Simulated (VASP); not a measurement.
# AgI (F-43m) in VASP: single point with HSE06

Aim: the single point of AgI with HSE06.

Everything below comes from runs of VASP 6.6.1. Logs are shortened: lines on timing, memory, paths and dates and some standing lists are left out, and cuts for length are marked.

## 1. The cell of the first run

It takes space group F-43m (No. 216, cubic). The conventional cell has a = 6.470 Å, b = 6.470 Å, c = 6.470 Å, α = 90.00°, β = 90.00°, γ = 90.00°. Within 3.7 Å of Ag (site symmetry -43m) lie 4 I at 2.80 Å. I (site symmetry -43m) has 4 Ag at 2.80 Å within 3.7 Å.

## 2. Single point, HSE06

The input, POSCAR:

```
AgI
1.0
    0.0000000000      3.2350000000      3.2350000000
    3.2350000000      0.0000000000      3.2350000000
    3.2350000000      3.2350000000      0.0000000000
Ag I
1 1
Direct
    0.0000000000      0.0000000000      0.0000000000
    0.2500000000      0.2500000000      0.2500000000
```

The input, INCAR.step1:

```
SYSTEM = AgI
PREC = Accurate
ENCUT = 400
EDIFF = 1E-5
ISMEAR = -1
SIGMA = 0.1
LREAL = .False.
LASPH = .True.
NELM = 120
ALGO = Normal
ISIF = 2
LWAVE = .True.
NBANDS = 16
GGA = PE
GGA_COMPAT = .False.
```

The input, INCAR.step2:

```
SYSTEM = AgI
PREC = Accurate
ENCUT = 400
EDIFF = 1E-6
ISMEAR = -1
SIGMA = 0.1
LREAL = .False.
LASPH = .True.
NELM = 120
ALGO = Normal
ISIF = 2
LWAVE = .False.
LCHARG = .True.
GGA = PE
LHFCALC = .True.
HFSCREEN = 0.2079
PRECFOCK = Normal
LELF = .True.
LVHAR = .True.
NBANDS = 16
ISTART = 1
GGA_COMPAT = .False.
```

The input, KPOINTS:

```
Automatic mesh
0
Gamma
  2 2 2
  0 0 0
```

Potentials or basis: VASP PAW PBE potentials, release 64 (Ag, I).

On the command line:

```bash
> cat potpaw_PBE.64/Ag/POTCAR potpaw_PBE.64/I/POTCAR > POTCAR
> cp INCAR.step1 INCAR
> mpirun -np 1 vasp_std > vasp.out
> cp INCAR.step2 INCAR
> mpirun -np 1 vasp_std > vasp.out
```

OUTCAR:

```text
SYSTEM = AgI
   PREC = Accurate
   ENCUT = 400
   EDIFF = 1E-6
   ISMEAR = -1
   LREAL = .False.
   LASPH = .True.
   NELM = 120
   ISIF = 2
   GGA = PE
   LHFCALC = .True.
   HFSCREEN = 0.2079
   PRECFOCK = Normal
   ISTART = 1

 ion  position               nearest neighbor table
   1  0.000  0.000  0.000-   2 2.80   2 2.80   2 2.80   2 2.80
   2  0.250  0.250  0.250-   1 2.80   1 2.80   1 2.80   1 2.80

  LATTYP: Found a face centered cubic cell.
 ALAT       =     6.4700000000

  Lattice vectors:

 A1 = (   0.0000000000,   3.2350000000,   3.2350000000)
 A2 = (   3.2350000000,   0.0000000000,   3.2350000000)
 A3 = (   3.2350000000,   3.2350000000,   0.0000000000)

Analysis of symmetry for initial positions (statically):
=====================================================================
 Subroutine PRICEL returns:
 Original cell was already a primitive cell.

 Routine SETGRP: Setting up the symmetry group for a
 face centered cubic supercell.

 Subroutine GETGRP returns: Found 24 space group operations
 (whereof 24 operations were pure point group operations)
 out of a pool of 48 trial point group operations.

The static configuration has the point symmetry T_d .

Analysis of symmetry for dynamics (positions and initial velocities):
=====================================================================
 Subroutine PRICEL returns:
 Original cell was already a primitive cell.

 Routine SETGRP: Setting up the symmetry group for a
 face centered cubic supercell.

 Subroutine GETGRP returns: Found 24 space group operations
 (whereof 24 operations were pure point group operations)
 out of a pool of 48 trial point group operations.

The dynamic configuration has the point symmetry T_d .

 Subroutine INISYM returns: Found 24 space group operations
 (whereof 24 operations are pure point group operations),
 and found     1 'primitive' translations

----------------------------------------------------------------------------------------

                                     Primitive cell

  volume of cell :      67.7100

  direct lattice vectors                    reciprocal lattice vectors
     0.000000000  3.235000000  3.235000000    -0.154559505  0.154559505  0.154559505
     3.235000000  0.000000000  3.235000000     0.154559505 -0.154559505  0.154559505
     3.235000000  3.235000000  0.000000000     0.154559505  0.154559505 -0.154559505

  length of vectors
     4.574980874  4.574980874  4.574980874     0.267704916  0.267704916  0.267704916

  position of ions in fractional coordinates (direct lattice)
     0.000000000  0.000000000  0.000000000
     0.250000000  0.250000000  0.250000000

  ion indices of the primitive-cell ions
   primitive index   ion index
                 1           1
                 2           2

----------------------------------------------------------------------------------------

 KPOINTS: Automatic mesh

Automatic generation of k-mesh.
 Grid dimensions read from file:
 generate k-points for:    2    2    2

 Generating k-lattice:

  Cartesian coordinates                     Fractional coordinates (reciprocal lattice)
    -0.077279753  0.077279753  0.077279753     0.500000000  0.000000000  0.000000000
     0.077279753 -0.077279753  0.077279753     0.000000000  0.500000000  0.000000000
     0.077279753  0.077279753 -0.077279753     0.000000000  0.000000000  0.500000000

  Length of vectors
     0.133852458  0.133852458  0.133852458

  Shift w.r.t. Gamma in fractional coordinates (k-lattice)
     0.000000000  0.000000000  0.000000000

 Subroutine IBZKPT returns following result:
 ===========================================

 Found      3 irreducible k-points:

 Following reciprocal coordinates:
            Coordinates               Weight
  0.000000  0.000000  0.000000      1.000000
  0.500000  0.000000  0.000000      4.000000
  0.500000  0.500000  0.000000      3.000000
   k-points           NKPTS =      3   k-points in BZ     NKDIM =      8   number of bands    NBANDS=     16
   number of dos      NEDOS =    301   number of ions     NIONS =      2
   total plane-waves  NPLWV =  27000
   dimension x,y,z NGX =    30 NGY =   30 NGZ =   30
   dimension x,y,z NGXF=    60 NGYF=   60 NGZF=   60
   ions per type =               1   1
   NGX,Y,Z   is equivalent  to a cutoff of  10.90, 10.90, 10.90 a.u.
   NGXF,Y,Z  is equivalent  to a cutoff of  21.80, 21.80, 21.80 a.u.
 SYSTEM =  AgI
   PREC   = accura    normal or accurate (medium, high low for compatibility)
   ISTART =      1    job   : 0-new  1-cont  2-samecut
   ICHARG =      0    charge: 1-file 2-atom 10-const
   ISPIN  =      1    spin polarized calculation?
   LNONCOLLINEAR =      F non collinear calculations
   LSORBIT =      F    spin-orbit coupling
   LASPH  =      T    aspherical Exc in radial PAW
   ENCUT  =  400.0 eV  29.40 Ry    5.42 a.u.   7.46  7.46  7.46*2*pi/ulx,y,z
   NELM   =    120;   NELMIN=  2; NELMDL=  0     # of ELM steps
   EDIFF  = 0.1E-05   stopping-criterion for ELM
   LREAL  =      F    real-space projection
   EDIFFG = 0.1E-04   stopping-criterion for IOM
   NSW    =      0    number of steps for IOM
   IBRION =     -1    ionic relax: 0-MD 1-quasi-New 2-CG
   NFREE  =      0    steps in history (QN), initial steepest desc. (CG)
   ISIF   =      2    stress and relaxation
   ISYM   =      3    0-nonsym 1-usesym 2-fastsym
   POTIM  = 0.5000    time-step for ionic-motion
   TEBEG  =    0.0;   TEEND  =   0.0 temperature during run
   PSTRESS=    0.0 pullay stress
   NELECT =      18.0000    total number of electrons
   NUPDOWN=      -1.0000    fix difference up-down
   EMIN   =  10.00;   EMAX   =-10.00  energy-range for DOS
   EFERMI =   0.00;   METHOD = LEGACY
   ISMEAR =    -1;   SIGMA  =   0.10  broadening in eV -4-tet -1-fermi 0-gaus
   EFERMI_NEDOS =   21; number of points for ismear=-14 and -15
   IALGO  =     38    algorithm
   IMIX   =      1    mixing-type and parameters
     AMIX     =   0.40;   BMIX     =  1.00
     AMIX_MAG =   1.60;   BMIX_MAG =  1.00
  volume/ion in A,a.u.               =      33.86       228.46
  Fermi-wavevector in a.u.,A,eV,Ry     =   1.052644  1.989208 15.076054  1.108059
  Thomas-Fermi vector in A             =   2.187734
   LORBIT       =      0    0 simple, 1 ext, 2 COOP (PROOUT), +10 PAW based schemes
   GGA     = PE    functional components
   LHFCALC =     T    Hartree Fock is set to
   PRECFOCK=normal    Normal, Fast or Accurate (Low or Medium for compatibility)
   ENCUT4O =  -1.0   cutoff for four orbital integrals eV
   NKREDX  =     1    reduce k-point grid by
   NKREDY  =     1    reduce k-point grid by
   NKREDZ  =     1    reduce k-point grid by
   AEXX    =    0.2500 exact exchange contribution
   HFSCREEN=    0.2079 screening length (either q_TF or 0.3 A-1)
   HFSCREENC=   0.2079 screening length for correlation (either q_TF or 0.3 A-1)
   ENCUTFOCK=  -1.0 apply spherical cutoff to Coloumb kernel
   IVDW    =     0    specifies the selected vdW correction
   LEPSILON=     F    determine dielectric tensor
   LRPA    =     F    only Hartree local field effects (RPA)
 non-spin polarized calculation
  energy-cutoff  :      400.00
  volume of cell :       67.71
 maximum number of plane-waves:      1243
 NGX is ok and might be reduce to    30
  NGX = 24; NGY = 24; NGZ = 24

 number of electron      18.0000000 magnetization

 Free energy of the ion-electron system (eV)
  ---------------------------------------------------
  ext. energy  EPLUGINS =         0.00000000
  ---------------------------------------------------
  free energy    TOTEN  =        -5.19796397 eV

  energy without entropy =       -5.19796108  energy(sigma->0) =       -5.19796252

 E-fermi :   3.9190     XC(G=0):  -6.9866

 val. band max:        2.5698966759   @ k =   0.0000   0.0000   0.0000
 cond. band min:       5.1580425135   @ k =   0.0000   0.0000   0.0000
 fundamental gap:      2.5881458376
 Fermi energy:         3.9189512531

 k-point     1 :       0.0000    0.0000    0.0000
  band No.  band energies     occupation
      1     -11.0170      2.00000
      2      -2.3628      2.00000
      3      -2.3628      2.00000
      4      -2.3628      2.00000
      5      -1.3062      2.00000
      6      -1.3062      2.00000
[... 8 lines left out ...]
     15      13.9264      0.00000
     16      13.9264      0.00000

 k-point     2 :       0.5000    0.0000    0.0000
  band No.  band energies     occupation
      1     -10.6828      2.00000
      2      -2.1712      2.00000
      3      -2.1712      2.00000
      4      -1.6469      2.00000
      5      -1.2784      2.00000
      6      -1.2784      2.00000
[... 8 lines left out ...]
     15      14.8320      0.00000
     16      14.8320      0.00000

 k-point     3 :       0.5000    0.5000    0.0000
  band No.  band energies     occupation
      1     -10.5724      2.00000
      2      -2.3454      2.00000
      3      -1.8021      2.00000
      4      -1.8021      2.00000
      5      -1.2215      2.00000
      6      -1.1630      2.00000
[... 8 lines left out ...]
     15      14.6864      0.00000
     16      15.8465      0.00000

------------------------ aborting loop because EDIFF is reached ----------------------------------------

  FORCE on cell =-STRESS in cart. coord.  units (eV):
  Direction    XX          YY          ZZ          XY          YZ          ZX
  --------------------------------------------------------------------------------------
  -------------------------------------------------------------------------------------
  Total        1.8825591      1.8825591      1.8825591      0.0000000      0.0000000      0.0000000
  in kB       44.5457580     44.5457580     44.5457580      0.0000000      0.0000000      0.0000000
  external PRESSURE =      44.5457580 kB  Pullay stress =       0.0000000 kB

 VOLUME and BASIS-vectors are now :
 -----------------------------------------------------------------------------
  energy-cutoff  :      400.00
  volume of cell :       67.71
      direct lattice vectors                 reciprocal lattice vectors
     0.000000000  3.235000000  3.235000000    -0.154559505  0.154559505  0.154559505
     3.235000000  0.000000000  3.235000000     0.154559505 -0.154559505  0.154559505
     3.235000000  3.235000000  0.000000000     0.154559505  0.154559505 -0.154559505

 POSITION                                       TOTAL-FORCE (eV/Angst)
 -----------------------------------------------------------------------------------
      0.00000      0.00000      0.00000         0.000000      0.000000     -0.000000
      1.61750      1.61750      1.61750        -0.000000     -0.000000      0.000000
 -----------------------------------------------------------------------------------
    total drift:                               -0.000178     -0.000076     -0.000050

  FREE ENERGIE OF THE ION-ELECTRON SYSTEM (eV)
  ---------------------------------------------------
  free  energy   TOTEN  =        -5.1979639738 eV

  energy  without entropy=       -5.1979610759  energy(sigma->0) =       -5.19796252
```

Wall time 61 s (1 thread of Intel Xeon 8259CL, shared host); peak memory 0.27 GiB.

What came out:

```yaml
Free_energy: -5.1980 eV
Pressure: 4.5 GPa
Band_gap_on_the_k_mesh: 2.59 eV
```

Levels at points of the mesh, in eV from the valence-band top:
```
           k point  band 5  band 6  band 7  band 8  band 9  band 10  band 11  band 12  band 13  band 14
(0.00, 0.00, 0.00)   -3.88   -3.88    0.00    0.00    0.00     2.59     6.95     6.95     6.95    10.38
(0.50, 0.00, 0.00)   -3.85   -3.85   -3.72   -0.78   -0.78     4.00     7.41     7.41     8.47    10.58
(0.50, 0.50, 0.00)   -3.79   -3.73   -3.03   -1.94   -1.94     4.61     5.06     9.95    11.17    11.17
```

Caveat: the k points lie up to 0.84 Å⁻¹ apart; the PAW data sets were made with another functional, which shifts forces and pressure a little; spin-orbit coupling is left out, which moves the levels of the heavy elements.
